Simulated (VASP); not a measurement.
# O (R-3m) in VASP: further runs

O is run at these levels: LDA; tasks: single point, relaxation of cell and atoms.

Everything below comes from runs of VASP 6.6.1. Logs are shortened: lines on timing, memory, paths and dates and some standing lists are left out, and cuts for length are marked.

## Step 1: The cell of the first run

It takes space group R-3m (No. 166, trigonal). The conventional cell has a = 3.182 Å, b = 3.182 Å, c = 10.436 Å, α = 90.00°, β = 90.00°, γ = 120.00°. Within 1.6 Å of O (site symmetry 3m) lie 1 O at 1.20 Å.

## Step 2: Single point, LDA, collinear spin, ferromagnetic start

Contents of INCAR:

```
  ALGO = Normal
  EDIFF = 1E-7
  ENCUT = 520
  ISIF = 2
  ISMEAR = 0
  ISPIN = 2
  LASPH = True
  LCHARG = False
  LORBIT = 11
  LREAL = False
  LWAVE = False
  MAGMOM = 0.61 0.61
  NBANDS = 17
  NELM = 150
  PREC = Accurate
  SIGMA = 0.02
```

Contents of KPOINTS:

```
k-points
0
Gamma
  9 9 9
```

Contents of POSCAR:

```
O
1.0
    1.5911930414      0.9186757308      3.4787980097
   -1.5911930414      0.9186757308      3.4787980097
    0.0000000000     -1.8373514616      3.4787980097
O
2
Direct
    0.9424206454      0.9424206454      0.9424206454
    0.0575793546      0.0575793546      0.0575793546
```

Potentials or basis: VASP PAW LDA potentials, release 64 (O).

Started as:

```bash
$ cat potpaw_LDA.64/O/POTCAR > POTCAR
$ mpirun -np 1 vasp_std > vasp.out
```

OUTCAR:

```text
EDIFF = 1E-7
   ENCUT = 520
   ISIF = 2
   ISMEAR = 0
   ISPIN = 2
   LASPH = True
   LORBIT = 11
   LREAL = False
   NELM = 150
   PREC = Accurate

 ion  position               nearest neighbor table
   1  0.942  0.942  0.942-   2 1.20
   2  0.058  0.058  0.058-   1 1.20

  LATTYP: Found a trigonal (rhomboedric) cell.
 ALAT       =     3.9341957228
 COS(alpha) =     0.6728372774

  Lattice vectors:

 A1 = (   1.5911930414,   0.9186757308,   3.4787980097)
 A2 = (  -1.5911930414,   0.9186757308,   3.4787980097)
 A3 = (   0.0000000000,  -1.8373514616,   3.4787980097)

Analysis of symmetry for initial positions (statically):
=====================================================================
 Subroutine PRICEL returns:
 Original cell was already a primitive cell.

 Routine SETGRP: Setting up the symmetry group for a
 trigonal (rhombohedral) supercell.

 Subroutine GETGRP returns: Found 12 space group operations
 (whereof 12 operations were pure point group operations)
 out of a pool of 12 trial point group operations.

The static configuration has the point symmetry D_3d.

Analysis of symmetry for dynamics (positions and initial velocities):
=====================================================================
 Subroutine PRICEL returns:
 Original cell was already a primitive cell.

 Routine SETGRP: Setting up the symmetry group for a
 trigonal (rhombohedral) supercell.

 Subroutine GETGRP returns: Found 12 space group operations
 (whereof 12 operations were pure point group operations)
 out of a pool of 12 trial point group operations.

The dynamic configuration has the point symmetry D_3d.

Analysis of structural, dynamic, and magnetic symmetry:
=====================================================================
 Subroutine PRICEL returns:
 Original cell was already a primitive cell.

 Routine SETGRP: Setting up the symmetry group for a
 trigonal (rhombohedral) supercell.

 Subroutine GETGRP returns: Found 12 space group operations
 (whereof 12 operations were pure point group operations)
 out of a pool of 12 trial point group operations.

The overall configuration has the point symmetry D_3d.

 Subroutine INISYM returns: Found 12 space group operations
 (whereof 12 operations are pure point group operations),
 and found     1 'primitive' translations

----------------------------------------------------------------------------------------

                                     Primitive cell

  volume of cell :      30.5116

[... 107 lines left out ...]
     AMIX     =   0.40;   BMIX     =  1.00
     AMIX_MAG =   1.60;   BMIX_MAG =  1.00
  volume/ion in A,a.u.               =      15.26       102.95
  Fermi-wavevector in a.u.,A,eV,Ry     =   1.199444  2.266621 19.574245  1.438666
  Thomas-Fermi vector in A             =   2.335307
   LORBIT       =     11    0 simple, 1 ext, 2 COOP (PROOUT), +10 PAW based schemes
   GGA     = CA    functional components
   LHFCALC =     F    Hartree Fock is set to
   AEXX    =    0.0000 exact exchange contribution
   IVDW    =     0    specifies the selected vdW correction
   LEPSILON=     F    determine dielectric tensor
   LRPA    =     F    only Hartree local field effects (RPA)
 spin polarized calculation
 Gauss-broadening in eV      SIGMA  =   0.02
  energy-cutoff  :      520.00
  volume of cell :       30.51
 maximum number of plane-waves:       830
 NGX is ok and might be reduce to    30
   NGX = 15   NGY = 15   NGZ = 15

 number of electron      11.9999996 magnetization       2.0000167

 Free energy of the ion-electron system (eV)
  ---------------------------------------------------
  ext. energy  EPLUGINS =         0.00000000
  ---------------------------------------------------
  free energy    TOTEN  =       -10.57917552 eV

  energy without entropy =      -10.57917552  energy(sigma->0) =      -10.57917552

 E-fermi :  -1.4110     XC(G=0):  -8.6077

 val. band max:       -1.5938023080   @ k =   0.4444   0.4444   0.3333
 cond. band min:      -1.0071231690   @ k =   0.4444   0.4444   0.0000
 fundamental gap:      0.5866791390
 Fermi energy:        -1.4110009708

 spin component 1

 k-point     1 :       0.0000    0.0000    0.0000
  band No.  band energies     occupation
      1     -28.6769      1.00000
      2     -15.2469      1.00000
      3     -10.0385      1.00000
      4      -8.5190      1.00000
      5      -8.5190      1.00000
      6      -1.8327      1.00000
[... 459 lines left out ...]
      6      -2.8145      1.00000
[... 9 lines left out ...]
     16      23.7769      0.00000
     17      26.1371      0.00000

 [... further k-points ...]

 spin component 2

 k-point     1 :       0.0000    0.0000    0.0000
  band No.  band energies     occupation
      1     -27.4658      1.00000
      2     -13.5862      1.00000
      3      -9.0421      1.00000
      4      -6.7708      1.00000
      5      -6.7708      1.00000
      6       0.2216      0.00000
[... 459 lines left out ...]
      6      -1.0071      0.00000
[... 9 lines left out ...]
     16      24.2879      0.00000
     17      26.4445      0.00000

 [... further k-points ...]
[... 5 lines left out ...]
  --------------------------------------------------------------------------------------
  -------------------------------------------------------------------------------------
  Total       -0.0735237     -0.0735237      2.0390499      0.0000000      0.0000000      0.0000000
  in kB       -3.8607567     -3.8607567    107.0712479      0.0000000      0.0000000      0.0000000
  external PRESSURE =      33.1165782 kB  Pullay stress =       0.0000000 kB

 VOLUME and BASIS-vectors are now :
 -----------------------------------------------------------------------------
  energy-cutoff  :      520.00
  volume of cell :       30.51
      direct lattice vectors                 reciprocal lattice vectors
     1.591193041  0.918675731  3.478798010     0.314229630  0.181420561  0.095818536
    -1.591193041  0.918675731  3.478798010    -0.314229630  0.181420561  0.095818536
     0.000000000 -1.837351462  3.478798010     0.000000000 -0.362841122  0.095818536

 POSITION                                       TOTAL-FORCE (eV/Angst)
 -----------------------------------------------------------------------------------
      0.00000      0.00000      9.83547         0.000000      0.000000     -1.757777
      0.00000      0.00000      0.60092         0.000000      0.000000      1.757777
 -----------------------------------------------------------------------------------
    total drift:                                0.000000      0.000000     -0.000000

  FREE ENERGIE OF THE ION-ELECTRON SYSTEM (eV)
  ---------------------------------------------------
  free  energy   TOTEN  =       -10.5791755231 eV

  energy  without entropy=      -10.5791755231  energy(sigma->0) =      -10.57917552

 total charge

# of ion       s       p       d       tot
------------------------------------------
    1        1.603   3.314   0.000   4.918
    2        1.603   3.314   0.000   4.918
--------------------------------------------------
tot          3.207   6.629   0.000   9.835

 magnetization (x)

# of ion       s       p       d       tot
------------------------------------------
    1        0.009   0.795   0.000   0.803
    2        0.009   0.795   0.000   0.803
--------------------------------------------------
tot          0.018   1.589   0.000   1.607
```

Wall time 59 s (1 thread of Intel Xeon 6975P-C (Granite Rapids), shared host); peak memory 0.18 GiB.

What came out:

```
Free energy                                           : -10.5792 eV
Pressure                                              : 3.3 GPa
Largest force                                         : 1.758 eV/Å
Band gap on the k mesh                                : 0.59 eV, indirect (least direct gap 0.65 eV)
Net moment                                            : 2.00 μB per cell
Site moments                                          : O +0.80 μB
Valence electrons inside the program's atomic spheres : O 4.92
```

Forces in eV/Å, atoms in the order of the input:
```
O    0.000  0.000 -1.758
O    0.000  0.000  1.758
```

Caveat: the standard files for N, O and F lose accuracy on very short bonds; forces of over 1 eV/Å act on the atoms, so gaps and moduli don't describe the material at rest. LDA gaps usually lie below the measured ones, often by a third to a half.

## Step 3: Relaxation of cell and atoms, LDA, collinear spin, ferromagnetic start

This run uses another cell than the first one, of 20.91 Å³/atom, 1.371 times its volume.

Contents of INCAR:

```
  PREC = Accurate
  ENCUT = 600
  EDIFF = 1E-6
  ISMEAR = 0
  SIGMA = 0.02
  LREAL = F
  LASPH = T
  NELM = 150
  ALGO = Normal
  ISIF = 3
  LWAVE = F
  LCHARG = F
  ISPIN = 2
  MAGMOM = 0.61 0.61
  LORBIT = 11
  IBRION = 2
  NSW = 70
  EDIFFG = -0.005
```

Contents of KPOINTS:

```
Automatic mesh
0
Gamma
  9 9 9
```

Contents of POSCAR:

```
O
1.0
    1.7637033856      1.0182746245      3.8818702962
   -1.7637033856      1.0182746245      3.8818702962
    0.0000000000     -2.0365492489      3.8818702962
O
2
Direct
    0.9476824978      0.9476824978      0.9476824978
    0.0523175022      0.0523175022      0.0523175022
```

Potentials or basis: VASP PAW LDA potentials, release 64 (O).

Started as:

```bash
$ cat potpaw_LDA.64/O/POTCAR > POTCAR
$ mpirun -np 1 vasp_std > vasp.out
```

OUTCAR:

```text
PREC = Accurate
   ENCUT = 600
   EDIFF = 1E-6
   ISMEAR = 0
   LREAL = F
   LASPH = T
   NELM = 150
   ISIF = 3
   ISPIN = 2
   LORBIT = 11
   IBRION = 2
   NSW = 70
   EDIFFG = -0.005

 ion  position               nearest neighbor table
   1  0.948  0.948  0.948-   2 1.22
   2  0.052  0.052  0.052-   1 1.22

  LATTYP: Found a trigonal (rhomboedric) cell.
 ALAT       =     4.3836571307
 COS(alpha) =     0.6762513723

  Lattice vectors:

 A1 = (   1.7637033856,   1.0182746245,   3.8818702962)
 A2 = (  -1.7637033856,   1.0182746245,   3.8818702962)
 A3 = (   0.0000000000,  -2.0365492489,   3.8818702962)

Analysis of symmetry for initial positions (statically):
=====================================================================
 Subroutine PRICEL returns:
 Original cell was already a primitive cell.

 Routine SETGRP: Setting up the symmetry group for a
[... 708 lines left out ...]
      1     -27.8437      1.00000
      2     -15.5122      1.00000
      3      -9.2765      1.00000
      4      -8.5127      1.00000
      5      -8.4641      1.00000
      6      -2.8259      1.00000
      7      -1.5797      1.00000
      8       7.1132      0.00000
      9       9.1021      0.00000
     10      11.5470      0.00000
     11      12.2299      0.00000

 [... further k-points ...]

 spin component 2

 k-point     1 :       0.0000    0.0000    0.0000
  band No.  band energies     occupation
      1     -26.8277      1.00000
      2     -13.5227      1.00000
      3      -8.8976      1.00000
      4      -6.2916      1.00000
      5      -6.2916      1.00000
      6       0.2957      0.00000
      7       0.2957      0.00000
      8       5.9246      0.00000
      9       9.7172      0.00000
     10      13.6677      0.00000
     11      16.1525      0.00000
[... 351 lines left out ...]
  FREE ENERGIE OF THE ION-ELECTRON SYSTEM (eV)
  ---------------------------------------------------
  free  energy   TOTEN  =       -10.6333868306 eV

  energy  without entropy=      -10.6333868306  energy(sigma->0) =      -10.63338683

 reached required accuracy - stopping structural energy minimisation

 total charge

# of ion       s       p       d       tot
------------------------------------------
    1        1.599   3.286   0.000   4.885
    2        1.599   3.286   0.000   4.885
--------------------------------------------------
tot          3.199   6.571   0.000   9.770

 magnetization (x)

# of ion       s       p       d       tot
------------------------------------------
    1        0.009   0.798   0.000   0.807
    2        0.009   0.798   0.000   0.807
--------------------------------------------------
tot          0.018   1.596   0.000   1.614
```

CONTCAR:

```text
O
   1.00000000000000
     1.5651232431736330    0.9036243258001339    3.4525674648047144
    -1.5651232431736330    0.9036243258001339    3.4525674648047144
     0.0000000000000000   -1.8072486515227122    3.4525674648076135
  O
     2
Direct
     0.9409875892927732    0.9409875892927732    0.9409875892927656
     0.0590124107072269    0.0590124107072269    0.0590124107072344

  0.00000000E+00  0.00000000E+00  0.00000000E+00
  0.00000000E+00  0.00000000E+00  0.00000000E+00
```

Run time: 10 min. Hardware: 1 thread of Intel Xeon 6975P-C (Granite Rapids), shared host; peak memory 0.21 GiB.

Results:

| Property | Result |
| --- | --- |
| Free energy | -10.6334 eV |
| Relaxed volume | 14.65 Å³/atom |
| Relaxed cell | a = 3.897 Å, b = 3.897 Å, c = 3.897 Å, α = 47.36°, β = 47.36°, γ = 47.36° |
| Space group after relaxing (to 0.05 Å) | R-3m (No. 166) |
| Energy gained by relaxing | 34.4 meV/atom |
| Ionic steps | 34 |
| Pressure after relaxing | 0.0 GPa |
| Largest force after relaxing | 0.003 eV/Å |
| Band gap on the k mesh | 0.49 eV, indirect (least direct gap 0.56 eV) |
| Net moment | 2.00 μB per cell |
| Site moments | O +0.81 μB |
| Valence electrons inside the program's atomic spheres | O 4.88 |

Forces on the atoms (eV/Å):
```
O    0.000  0.000  0.003
O    0.000  0.000 -0.003
```

The path:
```csv
step,energy change (eV),largest force (eV/Å),pressure (GPa),volume (Å³)
1,0.0000,0.2897,-0.51,41.83
2,0.0218,1.8177,-3.91,41.43
3,-0.0008,0.0750,-1.10,41.77
4,-0.0063,0.0918,-1.16,40.88
5,-0.0231,0.1032,-1.25,38.29
6,-0.0546,0.0305,-0.85,33.44
7,-0.0315,0.9084,5.05,25.00
8,-0.0640,0.6847,1.05,30.57
9,-0.0640,0.8092,2.08,28.66
10,-0.0649,0.6763,1.84,28.51
11,-0.0660,0.2902,1.21,28.06
12,-0.0660,0.3084,1.23,28.08
13,-0.0663,0.2813,1.14,28.15
14,-0.0671,0.2010,0.87,28.34
15,-0.0681,0.0435,0.33,28.73
16,-0.0680,0.2609,-0.65,29.53
17,-0.0684,0.0980,-0.15,29.10
18,-0.0685,0.0504,-0.07,29.20
19,-0.0685,0.0170,0.03,29.34
20,-0.0685,0.0112,0.02,29.33
21,-0.0685,0.0089,0.01,29.32
22,-0.0685,0.0068,0.01,29.32
23,-0.0685,0.0065,0.01,29.32
24,-0.0685,0.0076,0.00,29.32
25,-0.0686,0.0088,0.00,29.32
26,-0.0686,0.0110,0.00,29.32
27,-0.0686,0.0147,0.03,29.31
28,-0.0687,0.0240,0.06,29.30
29,-0.0686,0.0452,0.16,29.28
30,-0.0687,0.0332,0.12,29.29
31,-0.0687,0.0099,0.08,29.30
32,-0.0687,0.0471,-0.10,29.30
33,-0.0687,0.0091,0.03,29.30
34,-0.0687,0.0034,0.02,29.30
```

Final structure:
```cif
data_structure
_symmetry_space_group_name_H-M 'P 1'
_symmetry_Int_Tables_number 1
_cell_length_a 3.8970
_cell_length_b 3.8970
_cell_length_c 3.8970
_cell_angle_alpha 47.360
_cell_angle_beta 47.360
_cell_angle_gamma 47.360
_cell_volume 29.30
loop_
_atom_site_label
_atom_site_type_symbol
_atom_site_fract_x
_atom_site_fract_y
_atom_site_fract_z
_atom_site_occupancy
O1 O 0.94099 0.94099 0.94099 1
O2 O 0.05901 0.05901 0.05901 1
```

Caveat: the standard files for N, O and F lose accuracy on very short bonds; the volume moved by over 15 % at a fixed basis, so the end points are rough. A k mesh can miss the band edges.
